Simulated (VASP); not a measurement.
# NaF (F-43m) in VASP: further runs

Runs on NaF. Level: PBE. Tasks: single point.

Program: VASP 6.6.1. These are calculated values, not measurements. Logs are shortened: lines on timing, memory, paths and dates and some standing lists are left out, and cuts for length are marked.

## (1) The cell of the first run

Symmetry: F-43m, No. 216, cubic system. The conventional cell has a = 5.063 Å, b = 5.063 Å, c = 5.063 Å, α = 90.00°, β = 90.00°, γ = 90.00°. Within 2.9 Å of Na (site symmetry -43m) lie 4 F at 2.19 Å. F (site symmetry -43m) has 4 Na at 2.19 Å within 2.9 Å.

## (2) Single point, PBE

INCAR

```
PREC = Accurate
ENCUT = 600
EDIFF = 1E-6
ISMEAR = 0
SIGMA = 0.01
LREAL = F
LASPH = T
NELM = 120
ALGO = Normal
ISIF = 2
LWAVE = F
LCHARG = F
GGA = PE
NBANDS = 14
GGA_COMPAT = F
```

KPOINTS

```
regular mesh
0
Gamma
  6 6 6
```

POSCAR

```
NaF
1.0
    0.0000000000      2.5312613675      2.5312613675
    2.5312613675      0.0000000000      2.5312613675
    2.5312613675      2.5312613675      0.0000000000
Na F
1 1
Direct
    0.0000000000      0.0000000000      0.0000000000
    0.2500000000      0.2500000000      0.2500000000
```

Potentials or basis: VASP PAW PBE potentials, release 64 (Na_pv, F).

The run is started by

```
> cat potpaw_PBE.64/Na_pv/POTCAR potpaw_PBE.64/F/POTCAR > POTCAR
> mpirun -np 1 vasp_std > vasp.out
```

OUTCAR:

```text
PREC = Accurate
   ENCUT = 600
   EDIFF = 1E-6
   ISMEAR = 0
   LREAL = F
   LASPH = T
   NELM = 120
   ISIF = 2
   GGA = PE

 ion  position               nearest neighbor table
   1  0.000  0.000  0.000-   2 2.19   2 2.19   2 2.19   2 2.19
   2  0.250  0.250  0.250-   1 2.19   1 2.19   1 2.19   1 2.19

  LATTYP: Found a face centered cubic cell.
 ALAT       =     5.0625227350

  Lattice vectors:

 A1 = (   0.0000000000,   2.5312613675,   2.5312613675)
 A2 = (   2.5312613675,   0.0000000000,   2.5312613675)
 A3 = (   2.5312613675,   2.5312613675,   0.0000000000)

Analysis of symmetry for initial positions (statically):
=====================================================================
 Subroutine PRICEL returns:
 Original cell was already a primitive cell.

 Routine SETGRP: Setting up the symmetry group for a
 face centered cubic supercell.

 Subroutine GETGRP returns: Found 24 space group operations
 (whereof 24 operations were pure point group operations)
 out of a pool of 48 trial point group operations.

The static configuration has the point symmetry T_d .

Analysis of symmetry for dynamics (positions and initial velocities):
=====================================================================
 Subroutine PRICEL returns:
 Original cell was already a primitive cell.

 Routine SETGRP: Setting up the symmetry group for a
 face centered cubic supercell.

 Subroutine GETGRP returns: Found 24 space group operations
 (whereof 24 operations were pure point group operations)
 out of a pool of 48 trial point group operations.

The dynamic configuration has the point symmetry T_d .

 Subroutine INISYM returns: Found 24 space group operations
 (whereof 24 operations are pure point group operations),
 and found     1 'primitive' translations

----------------------------------------------------------------------------------------

                                     Primitive cell

  volume of cell :      32.4370

  direct lattice vectors                    reciprocal lattice vectors
     0.000000000  2.531261367  2.531261367    -0.197529977  0.197529977  0.197529977
     2.531261367  0.000000000  2.531261367     0.197529977 -0.197529977  0.197529977
     2.531261367  2.531261367  0.000000000     0.197529977  0.197529977 -0.197529977

  length of vectors
     3.579744156  3.579744156  3.579744156     0.342131956  0.342131956  0.342131956

  position of ions in fractional coordinates (direct lattice)
     0.000000000  0.000000000  0.000000000
     0.250000000  0.250000000  0.250000000
[... 78 lines left out ...]
   PSTRESS=    0.0 pullay stress
   NELECT =      14.0000    total number of electrons
   NUPDOWN=      -1.0000    fix difference up-down
   EMIN   =  10.00;   EMAX   =-10.00  energy-range for DOS
   EFERMI =   0.00;   METHOD = LEGACY
   ISMEAR =     0;   SIGMA  =   0.01  broadening in eV -4-tet -1-fermi 0-gaus
   EFERMI_NEDOS =   21; number of points for ismear=-14 and -15
   IALGO  =     38    algorithm
   IMIX   =      4    mixing-type and parameters
     AMIX     =   0.40;   BMIX     =  1.00
     AMIX_MAG =   1.60;   BMIX_MAG =  1.00
  volume/ion in A,a.u.               =      16.22       109.45
  Fermi-wavevector in a.u.,A,eV,Ry     =   1.237192  2.337954 20.825685  1.530645
  Thomas-Fermi vector in A             =   2.371770
   LORBIT       =      0    0 simple, 1 ext, 2 COOP (PROOUT), +10 PAW based schemes
   GGA     = PE    functional components
   LHFCALC =     F    Hartree Fock is set to
   AEXX    =    0.0000 exact exchange contribution
   IVDW    =     0    specifies the selected vdW correction
   LEPSILON=     F    determine dielectric tensor
   LRPA    =     F    only Hartree local field effects (RPA)
 non-spin polarized calculation
 Gauss-broadening in eV      SIGMA  =   0.01
  energy-cutoff  :      600.00
  volume of cell :       32.44
 maximum number of plane-waves:      1106
 NGX is ok and might be reduce to    30
   NGX = 15   NGY = 15   NGZ = 15

 number of electron      13.9999994 magnetization

 Free energy of the ion-electron system (eV)
  ---------------------------------------------------
  ext. energy  EPLUGINS =         0.00000000
  ---------------------------------------------------
  free energy    TOTEN  =        -8.38569559 eV

  energy without entropy =       -8.38569559  energy(sigma->0) =       -8.38569559

 E-fermi :  -3.3401     XC(G=0):  -7.7334

 val. band max:       -3.3950203537   @ k =   0.0000   0.0000   0.0000
 cond. band min:       2.2195687258   @ k =   0.0000   0.0000   0.0000
 fundamental gap:      5.6145890795
 Fermi energy:        -3.3400625956

 k-point     1 :       0.0000    0.0000    0.0000
  band No.  band energies     occupation
      1     -22.2410      2.00000
      2     -22.2410      2.00000
      3     -22.2410      2.00000
      4     -22.1396      2.00000
      5      -3.3950      2.00000
      6      -3.3950      2.00000
      7      -3.3950      2.00000
      8       2.2196      0.00000
      9      15.9246      0.00000
     10      15.9246      0.00000
     11      15.9246      0.00000
     12      17.5090      0.00000
     13      17.5090      0.00000
     14      17.5090      0.00000
[... 241 lines left out ...]
      1     -22.9025      2.00000
      2     -22.2830      2.00000
      3     -22.2713      2.00000
      4     -21.3615      2.00000
      5      -4.0214      2.00000
      6      -3.7106      2.00000
      7      -3.5811      2.00000
      8       7.0354      0.00000
      9       8.7022      0.00000
     10      11.4412      0.00000
     11      11.9774      0.00000
     12      16.4497      0.00000
     13      18.6055      0.00000
     14      20.5774      0.00000

------------------------ aborting loop because EDIFF is reached ----------------------------------------

  FORCE on cell =-STRESS in cart. coord.  units (eV):
  Direction    XX          YY          ZZ          XY          YZ          ZX
  --------------------------------------------------------------------------------------
  -------------------------------------------------------------------------------------
  Total        0.3768901      0.3768901      0.3768901     -0.0000000      0.0000000     -0.0000000
  in kB       18.6159120     18.6159120     18.6159120     -0.0000000      0.0000000     -0.0000000
  external PRESSURE =      18.6159120 kB  Pullay stress =       0.0000000 kB

 VOLUME and BASIS-vectors are now :
 -----------------------------------------------------------------------------
  energy-cutoff  :      600.00
  volume of cell :       32.44
      direct lattice vectors                 reciprocal lattice vectors
     0.000000000  2.531261367  2.531261367    -0.197529977  0.197529977  0.197529977
     2.531261367  0.000000000  2.531261367     0.197529977 -0.197529977  0.197529977
     2.531261367  2.531261367  0.000000000     0.197529977  0.197529977 -0.197529977

 POSITION                                       TOTAL-FORCE (eV/Angst)
 -----------------------------------------------------------------------------------
      0.00000      0.00000      0.00000        -0.000000     -0.000000     -0.000000
      1.26563      1.26563      1.26563         0.000000      0.000000      0.000000
 -----------------------------------------------------------------------------------
    total drift:                                0.000000      0.000000     -0.000000

  FREE ENERGIE OF THE ION-ELECTRON SYSTEM (eV)
  ---------------------------------------------------
  free  energy   TOTEN  =        -8.3856955873 eV

  energy  without entropy=       -8.3856955873  energy(sigma->0) =       -8.38569559
```

stdout:

```text
POSCAR found type information on POSCAR NaF
 POSCAR found :  2 types and       2 ions
 scaLAPACK will be used
 LDA part: xc-table for (Slater+PW92), standard interpolation
 POSCAR, INCAR and KPOINTS ok, starting setup
 FFT: planning ... GRIDC
 FFT: planning ... GRID_SOFT
 FFT: planning ... GRID
 WAVECAR not read
 entering main loop
```

Wall time 7.4 s (1 thread of AMD EPYC 9R45 (Zen 5), shared host); peak memory 0.13 GiB.

What came out:

- Free energy: -8.3857 eV
- Pressure: 1.9 GPa
- Band gap on the k mesh: 5.61 eV, direct

Levels at points of the mesh, in eV from the valence-band top:
| k point | band 5 | band 6 | band 7 | band 8 | band 9 | band 10 |
| --- | --- | --- | --- | --- | --- | --- |
| (0.00, 0.00, 0.00) | 0.00 | 0.00 | 0.00 | 5.61 | 19.32 | 19.32 |
| (0.50, 0.00, 0.00) | -0.85 | -0.04 | -0.04 | 9.96 | 10.91 | 17.19 |
| (0.50, 0.50, 0.00) | -0.78 | -0.16 | -0.16 | 9.97 | 12.01 | 16.25 |

Expect the measured gap to be larger: semilocal functionals such as PBE lack the derivative discontinuity.

## (3) Single point, PBE

INCAR

```
SYSTEM = NaF
ALGO = Normal ; EDIFF = 1E-6
ENCUT = 600 ; GGA = PE
GGA_COMPAT = .False. ; ISIF = 2
ISMEAR = 0 ; LASPH = .True.
LCHARG = .True. ; LELF = .True.
LREAL = .False. ; LVHAR = .True.
LWAVE = .False. ; NBANDS = 14
NELM = 120 ; PREC = Accurate
SIGMA = 0.01
```

KPOINTS

```
k-points
0
Gamma
  6 6 6
  0 0 0
```

POSCAR is that of step 2.

Potentials or basis: VASP PAW PBE potentials, release 64 (Na_pv, F).

The run is started by

```
> cat potpaw_PBE.64/Na_pv/POTCAR potpaw_PBE.64/F/POTCAR > POTCAR
> mpirun -np 1 vasp_std > vasp.out
```

Run time: 7.9 s. Hardware: 1 thread of AMD EPYC 9R45 (Zen 5), shared host; peak memory 0.13 GiB.

Results (log left out):

```yaml
Free_energy: -8.3857 eV
Pressure: 1.9 GPa
Band_gap_on_the_k_mesh: 5.61 eV, direct
```

Levels at points of the mesh, in eV from the valence-band top:
| k point | band 4 | band 5 | band 6 | band 7 | band 8 | band 9 | band 10 | band 11 |
| --- | --- | --- | --- | --- | --- | --- | --- | --- |
| (0.00, 0.00, 0.00) | -18.74 | 0.00 | 0.00 | 0.00 | 5.61 | 19.32 | 19.32 | 19.32 |
| (0.50, 0.00, 0.00) | -18.09 | -0.85 | -0.04 | -0.04 | 9.96 | 10.91 | 17.19 | 17.19 |
| (0.50, 0.50, 0.00) | -17.97 | -0.78 | -0.16 | -0.16 | 9.97 | 12.01 | 16.25 | 17.09 |

A hybrid or GW would open this gap; PBE tends to underestimate it.
